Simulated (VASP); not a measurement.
Set up this calculation in VASP 6.6.1, as the native input.

```
Task                   : single point
Functional             : PBE
Potentials or basis    : VASP PAW PBE potentials, release 64 (Ag)
Cutoff                 : 520 eV
k mesh                 : 15 × 15 × 15
Occupations            : fermi-dirac, width 0.1 eV
Spin                   : no spin polarisation
Dipole correction      : no
Further INCAR settings : ALGO = Normal; EDIFF = 1e-07; NBANDS = 18
```

The structure of Ag lies in POSCAR:

```
Ag
1.0
   -2.3551260909      2.3551260909      1.2465227290
    2.3551260909     -2.3551260909      1.2465227290
    2.3551260909      2.3551260909     -1.2465227290
Ag
2
Direct
   -0.3750000000     -0.1250000000     -0.2500000000
    0.3750000000      0.1250000000      0.2500000000
```

These files were run (other wordings do the same):

INCAR

```
ALGO = Normal
EDIFF = 1E-7
ENCUT = 520
GGA = PE
ISIF = 2
ISMEAR = -1
LASPH = T
LCHARG = T
LELF = T
LREAL = F
LVHAR = T
LWAVE = F
NBANDS = 18
NELM = 100
PREC = Accurate
SIGMA = 0.1
```

KPOINTS

```
k-points
0
Gamma
  15 15 15
```

Potentials or basis: VASP PAW PBE potentials, release 64 (Ag).

Run with:

```sh
$ cat potpaw_PBE.64/Ag/POTCAR > POTCAR
$ mpirun -np 1 vasp_std > vasp.out
```

It gave:

```json
{
  "Pressure": "71.0 GPa",
  "Band gap on the k mesh": "zero (bands 11 and 12 overlap by 6.50 eV)"
}
```

Caveat: the cell stands under pressure.

Run time: 3.4 min on 1 thread of Intel Xeon 8259CL (shared host), peak memory 0.25 GiB.
